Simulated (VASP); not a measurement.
# CsBr (Pm-3m) in VASP: a series of runs

The runs below take CsBr through elastic constants, with PBEsol.

All numbers are computed with VASP 6.6.1; they aren't measurements. Logs are shortened: lines on timing, memory, paths and dates and some standing lists are left out, and cuts for length are marked.

**1. The cell of the first run**

The structure is cubic, space group Pm-3m (No. 221). The conventional cell has a = 4.166 Å, b = 4.166 Å, c = 4.166 Å, α = 90.00°, β = 90.00°, γ = 90.00°. Cs (site symmetry m-3m) has 8 Br at 3.61 Å and 6 Cs at 4.17 Å within 4.7 Å. Within 4.7 Å of Br (site symmetry m-3m) lie 8 Cs at 3.61 Å and 6 Br at 4.17 Å.

**2. Elastic constants, PBEsol**

The input, INCAR:

```
SYSTEM = CsBr
  PREC = Accurate
  ENCUT = 500
  EDIFF = 1E-8
  ISMEAR = 0
  SIGMA = 0.01
  LREAL = .False.
  LASPH = .True.
  NELM = 120
  ALGO = Normal
  ISIF = 3
  LWAVE = .False.
  LCHARG = .False.
  GGA = PS
  NBANDS = 15
  IBRION = 6
  NFREE = 2
  POTIM = 0.015
  NSW = 1
  GGA_COMPAT = .False.
```

The input, KPOINTS:

```
regular mesh
0
Gamma
  6 6 6
  0 0 0
```

The input, POSCAR:

```
CsBr
1.0
    4.1656280334      0.0000000000      0.0000000000
    0.0000000000      4.1656280334      0.0000000000
    0.0000000000      0.0000000000      4.1656280334
Cs Br
1 1
Direct
    0.0000000000      0.0000000000      0.0000000000
    0.5000000000      0.5000000000      0.5000000000
```

Potentials or basis: VASP PAW PBE potentials, release 64 (Cs_sv, Br).

Launch:

```
$ cat potpaw_PBE.64/Cs_sv/POTCAR potpaw_PBE.64/Br/POTCAR > POTCAR
$ mpirun -np 1 vasp_std > vasp.out
```

OUTCAR:

```text
SYSTEM = CsBr
   PREC = Accurate
   ENCUT = 500
   EDIFF = 1E-8
   ISMEAR = 0
   LREAL = .False.
   LASPH = .True.
   NELM = 120
   ISIF = 3
   GGA = PS
   IBRION = 6
   NFREE = 2
   POTIM = 0.015
   NSW = 1

 ion  position               nearest neighbor table
   1  0.000  0.000  0.000-
   2  0.500  0.500  0.500-

  LATTYP: Found a simple cubic cell.
 ALAT       =     4.1656280334

  Lattice vectors:

 A1 = (   4.1656280334,   0.0000000000,   0.0000000000)
 A2 = (   0.0000000000,   4.1656280334,   0.0000000000)
 A3 = (   0.0000000000,   0.0000000000,   4.1656280334)

Analysis of symmetry for initial positions (statically):
=====================================================================
 Subroutine PRICEL returns:
 Original cell was already a primitive cell.

 Routine SETGRP: Setting up the symmetry group for a
 simple cubic supercell.

 Subroutine GETGRP returns: Found 48 space group operations
 (whereof 48 operations were pure point group operations)
 out of a pool of 48 trial point group operations.

The static configuration has the point symmetry O_h .

Analysis of symmetry for dynamics (positions and initial velocities):
=====================================================================
 Subroutine PRICEL returns:
 Original cell was already a primitive cell.

 Routine SETGRP: Setting up the symmetry group for a
 simple cubic supercell.

 Subroutine GETGRP returns: Found 48 space group operations
 (whereof 48 operations were pure point group operations)
 out of a pool of 48 trial point group operations.

The dynamic configuration has the point symmetry O_h .

 Subroutine INISYM returns: Found 48 space group operations
 (whereof 48 operations are pure point group operations),
 and found     1 'primitive' translations

----------------------------------------------------------------------------------------

                                     Primitive cell

  volume of cell :      72.2839

  direct lattice vectors                    reciprocal lattice vectors
     4.165628033  0.000000000  0.000000000     0.240059840  0.000000000  0.000000000
     0.000000000  4.165628033  0.000000000     0.000000000  0.240059840  0.000000000
     0.000000000  0.000000000  4.165628033     0.000000000  0.000000000  0.240059840

  length of vectors
     4.165628033  4.165628033  4.165628033     0.240059840  0.240059840  0.240059840

  position of ions in fractional coordinates (direct lattice)
     0.000000000  0.000000000  0.000000000
     0.500000000  0.500000000  0.500000000

  ion indices of the primitive-cell ions
   primitive index   ion index
                 1           1
                 2           2

----------------------------------------------------------------------------------------

 KPOINTS: regular mesh

Automatic generation of k-mesh.
 Grid dimensions read from file:
 generate k-points for:    6    6    6

 Generating k-lattice:

  Cartesian coordinates                     Fractional coordinates (reciprocal lattice)
     0.040009973  0.000000000  0.000000000     0.166666667  0.000000000  0.000000000
     0.000000000  0.040009973  0.000000000     0.000000000  0.166666667  0.000000000
     0.000000000  0.000000000  0.040009973     0.000000000  0.000000000  0.166666667

[... 99 lines left out ...]

  energy without entropy =       -6.33304964  energy(sigma->0) =       -6.33304964

------------------------ aborting loop because EDIFF is reached ----------------------------------------

  FORCE on cell =-STRESS in cart. coord.  units (eV):
  Direction    XX          YY          ZZ          XY          YZ          ZX
  --------------------------------------------------------------------------------------
  -------------------------------------------------------------------------------------
  Total        0.4870649      0.4870649      0.4870649     -0.0000000     -0.0000000      0.0000000
  in kB       10.7958281     10.7958281     10.7958281     -0.0000000     -0.0000000      0.0000000
  external PRESSURE =      10.7958281 kB  Pullay stress =       0.0000000 kB
[... 89 lines left out ...]
  FREE ENERGIE OF THE ION-ELECTRON SYSTEM (eV)
  ---------------------------------------------------
  free  energy   TOTEN  =        -6.3238096124 eV

  energy  without entropy=       -6.3238096124  energy(sigma->0) =       -6.32380961

[... ionic steps 4 to 14 ...]

--------------------------------------- Ionic step       15  -------------------------------------------

 number of electron      16.0000002 magnetization

------------------------ aborting loop because EDIFF is reached ----------------------------------------
[... 67 lines left out ...]
--------------------------------------- Ionic step       17  -------------------------------------------

 number of electron      15.9999999 magnetization

 Free energy of the ion-electron system (eV)
  ---------------------------------------------------
  ext. energy  EPLUGINS =         0.00000000
  ---------------------------------------------------
  free energy    TOTEN  =        -6.33290901 eV

  energy without entropy =       -6.33290901  energy(sigma->0) =       -6.33290901

 E-fermi :   0.1367     XC(G=0):  -8.6721

 val. band max:        0.0653941701   @ k =   0.0000   0.0000   0.0000
 cond. band min:       4.7132117241   @ k =   0.0000   0.0000   0.0000
 fundamental gap:      4.6478175539
 Fermi energy:         0.1366567386

 k-point     1 :       0.0000    0.0000    0.0000
  band No.  band energies     occupation
      1     -19.6139      2.00000
      2     -12.4589      2.00000
      3      -6.1492      2.00000
      4      -6.1492      2.00000
      5      -6.1491      2.00000
      6       0.0652      2.00000
      7       0.0654      2.00000
      8       0.0654      2.00000
      9       4.7132      0.00000
     10       4.7191      0.00000
     11       4.7198      0.00000
     12       9.4069      0.00000
     13       9.4074      0.00000
     14       9.4074      0.00000
[... 401 lines left out ...]
      2     -12.4675      2.00000
      3      -6.3619      2.00000
      4      -6.1782      2.00000
      5      -6.0784      2.00000
      6      -0.6257      2.00000
      7      -0.1508      2.00000
      8      -0.0480      2.00000
      9       5.3261      0.00000
     10       5.8531      0.00000
     11       5.8589      0.00000
     12       8.6445      0.00000
     13       8.9596      0.00000
     14       9.9917      0.00000
     15      11.3176      0.00000

 [... further k-points ...]
[... 5 lines left out ...]
  --------------------------------------------------------------------------------------
  -------------------------------------------------------------------------------------
  Total        0.4875140      0.4878168      0.4878168      0.0000000     -0.0000000      0.0000000
  in kB       10.8057827     10.8124930     10.8124930      0.0000000     -0.0000000      0.0000000
  external PRESSURE =      10.8102562 kB  Pullay stress =       0.0000000 kB
[... 17 lines left out ...]
  FREE ENERGIE OF THE ION-ELECTRON SYSTEM (eV)
  ---------------------------------------------------
  free  energy   TOTEN  =        -6.3329090051 eV

  energy  without entropy=       -6.3329090051  energy(sigma->0) =       -6.33290901

 INTERNAL STRAIN TENSORS FROM STRAINED CELLS
 ============================================

 INTERNAL STRAIN TENSOR FOR ION    1 for displacements in x,y,z  (eV/Angst):
          X           Y           Z          XY          YZ          ZX
  --------------------------------------------------------------------------------
  x     0.00000     0.00000     0.00000     0.00000     0.00000    -0.00000
  y     0.00000     0.00000     0.00000     0.00000     0.00000     0.00000
  z     0.00000     0.00000     0.00000     0.00000     0.00000     0.00000

 INTERNAL STRAIN TENSORS FROM DISPLACED ATOMS
 ============================================

 INTERNAL STRAIN TENSOR FOR ION    1 for displacements in x,y,z  (eV/Angst):
          X           Y           Z          XY          YZ          ZX
  --------------------------------------------------------------------------------
  x     0.00000     0.00000     0.00000     0.00000     0.00000     0.00000
  y     0.00000     0.00000     0.00000     0.00000     0.00000     0.00000
  z     0.00000     0.00000     0.00000     0.00000     0.00000     0.00000

 INTERNAL STRAIN TENSOR FOR ION    2 for displacements in x,y,z  (eV/Angst):
          X           Y           Z          XY          YZ          ZX
  --------------------------------------------------------------------------------
  x     0.00000     0.00000     0.00000     0.00000     0.00000     0.00000
  y     0.00000     0.00000     0.00000     0.00000     0.00000     0.00000
  z     0.00000     0.00000     0.00000     0.00000     0.00000     0.00000

 Eigenvectors and eigenvalues of the dynamical matrix
 ----------------------------------------------------

   1 f  =    2.449027 THz    15.387690 2PiTHz   81.690743 cm-1    10.128357 meV
             X         Y         Z           dx          dy          dz
      0.000000  0.000000  0.000000    -0.000000   -0.609551   -0.000000
      2.082814  2.082814  2.082814    -0.000000    0.792747    0.000000
[... 21 lines left out ...]
   6 f/i=    0.009947 THz     0.062499 2PiTHz    0.331799 cm-1     0.041138 meV
             X         Y         Z           dx          dy          dz
      0.000000  0.000000  0.000000    -0.792747    0.000000   -0.000000
      2.082814  2.082814  2.082814    -0.609551   -0.000000    0.000000

--------------------------------------------------------------------------------------------------------

 ELASTIC MODULI CONTR FROM IONIC RELAXATION (kBar)
 Direction    XX          YY          ZZ          XY          YZ          ZX
 --------------------------------------------------------------------------------
 XX           0.0000      0.0000      0.0000      0.0000      0.0000      0.0000
 YY           0.0000      0.0000      0.0000      0.0000      0.0000      0.0000
 ZZ           0.0000      0.0000      0.0000      0.0000      0.0000      0.0000
 XY           0.0000      0.0000      0.0000      0.0000      0.0000      0.0000
 YZ           0.0000      0.0000      0.0000      0.0000      0.0000      0.0000
 ZX           0.0000      0.0000      0.0000      0.0000      0.0000      0.0000
 --------------------------------------------------------------------------------

 TOTAL ELASTIC MODULI (kBar)
 Direction    XX          YY          ZZ          XY          YZ          ZX
 --------------------------------------------------------------------------------
 XX         361.9640    123.1986    123.1986      0.0000     -0.0000     -0.0000
 YY         123.1986    361.9640    123.1986     -0.0000      0.0000      0.0000
 ZZ         123.1986    123.1986    361.9640      0.0000     -0.0000     -0.0000
 XY           0.0000     -0.0000      0.0000    123.1774      0.0000      0.0000
 YZ          -0.0000      0.0000     -0.0000      0.0000    123.1774      0.0000
 ZX          -0.0000      0.0000     -0.0000      0.0000      0.0000    123.1774
 --------------------------------------------------------------------------------
```

Wall time 3.7 min (1 thread of Intel Xeon 6975P-C (Granite Rapids), shared host); peak memory 0.27 GiB.

What came out:

| Item | Value |
| --- | --- |
| Elastic constants C11, C12, C44 | 36, 12, 12 GPa |
| Voigt bulk modulus | 20 GPa |
| Highest phonon frequency at Γ, LO-TO splitting left out | 82 cm⁻¹ |

Phonon frequencies in cm⁻¹ (negative: imaginary):
```csv
q point,frequencies
"(0.000, 0.000, 0.000)",0 0 0 82 82 82
```

Elastic tensor in Voigt notation (GPa, in the Cartesian axes of the cell as first typed):
```
36 12 12  0  0  0
12 36 12  0  0  0
12 12 36  0  0  0
 0  0  0 12  0  0
 0  0  0  0 12  0
 0  0  0  0  0 12
```

Clamped-ion elastic tensor (GPa):
```
36 12 12  0  0  0
12 36 12  0  0  0
12 12 36  0  0  0
 0  0  0 12  0  0
 0  0  0  0 12  0
 0  0  0  0  0 12
```

Caveat: the cell is under stress, which shifts elastic constants; the PAW data sets were made with another functional, which shifts forces and pressure a little; spin-orbit coupling is left out, which moves the levels of the heavy elements.

**3. Elastic constants, PBEsol**

This run uses another cell than the first one, of 38.12 Å³/atom.

The input, INCAR:

```
PREC = Accurate
ENCUT = 500
EDIFF = 1E-8
ISMEAR = 0
SIGMA = 0.01
LREAL = False
LASPH = True
NELM = 120
ALGO = Normal
ISIF = 3
LWAVE = False
LCHARG = True
GGA = PS
IBRION = 6
NFREE = 2
POTIM = 0.015
NSW = 1
GGA_COMPAT = False
```

The input, KPOINTS:

```
regular mesh
0
Gamma
  6 6 6
```

The input, POSCAR:

```
CsBr
1.0
    4.2401757303      0.0000000000      0.0000000000
    0.0000000000      4.2401757303      0.0000000000
    0.0000000000      0.0000000000      4.2401757303
Cs Br
1 1
Direct
    0.0000000000      0.0000000000      0.0000000000
    0.5000000000      0.5000000000      0.5000000000
```

Potentials or basis: VASP PAW PBE potentials, release 64 (Cs_sv, Br).

Launch:

```
$ cat potpaw_PBE.64/Cs_sv/POTCAR potpaw_PBE.64/Br/POTCAR > POTCAR
$ mpirun -np 1 vasp_std > vasp.out
```

It took 2.8 min on 1 thread of Intel Xeon 6975P-C (Granite Rapids), shared host; peak memory 0.26 GiB.

It converged, with:

- Elastic constants C11, C12, C44: 32, 8, 9 GPa
- Voigt bulk modulus: 16 GPa
- Highest phonon frequency at Γ, LO-TO splitting left out: 70 cm⁻¹

Phonon frequencies in cm⁻¹ (negative: imaginary):
```tsv
q point	frequencies
(0.000, 0.000, 0.000)	0 0 0 70 70 70
```

Elastic tensor in Voigt notation (GPa, in the Cartesian axes of the cell as first typed):
```
32  8  8  0  0  0
 8 32  8  0  0  0
 8  8 32  0  0  0
 0  0  0  9  0  0
 0  0  0  0  9  0
 0  0  0  0  0  9
```

Clamped-ion elastic tensor (GPa):
```
32  8  8  0  0  0
 8 32  8  0  0  0
 8  8 32  0  0  0
 0  0  0  9  0  0
 0  0  0  0  9  0
 0  0  0  0  0  9
```

Caveat: the PAW data sets were made with another functional, which shifts forces and pressure a little; spin-orbit coupling is left out, which moves the levels of the heavy elements.
